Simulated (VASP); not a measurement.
## Ru: single point with revPBE

Crystal: Ru.

```
Ru
1.0
     2.82427    0.00000    0.00000
    -1.41214    2.44589    0.00000
     0.00000    0.00000    9.06684
Ru
4
Direct
  0.00000 0.00000 0.00000
  0.00000 0.00000 0.50000
  0.33333 0.66667 0.25000
  0.66667 0.33333 0.75000
```

* Program: VASP 6.6.1
* Task: single point
* Functional: revPBE
* Potentials or basis: VASP PAW PBE potentials, release 64 (Ru_pv)
* Cutoff: 520 eV
* k mesh: 15 × 15 × 4
* Occupations: fermi-dirac, width 0.1 eV
* Spin: no spin polarisation

| Item | Value |
| --- | --- |
| Pressure | -25.4 GPa |
| Band gap on the k mesh | zero (bands 28 and 29 overlap by 2.21 eV) |

Stress tensor (GPa, compression positive):
```
-25.32   0.00   0.00
  0.00 -25.32   0.00
  0.00   0.00 -25.45
```

Levels at points of the mesh, in eV from the Fermi level:
```tsv
k point	band 25	band 26	band 27	band 28	band 29	band 30	band 31	band 32
(0.00, 0.00, 0.00)	-1.79	-1.72	-1.72	-0.66	-0.66	-0.08	-0.08	0.44
(0.00, 0.00, 0.50)	-1.96	-1.96	-0.57	-0.57	-0.34	-0.34	-0.34	-0.34
```

It took 2.2 min on 1 thread of Intel(R) Xeon(R) Platinum 8488C (Sapphire Rapids), with other jobs on the host, peak memory 0.26 GiB.

Caveat: the cell stands under tension; the PAW data sets were made with another functional, which shifts forces and pressure a little.
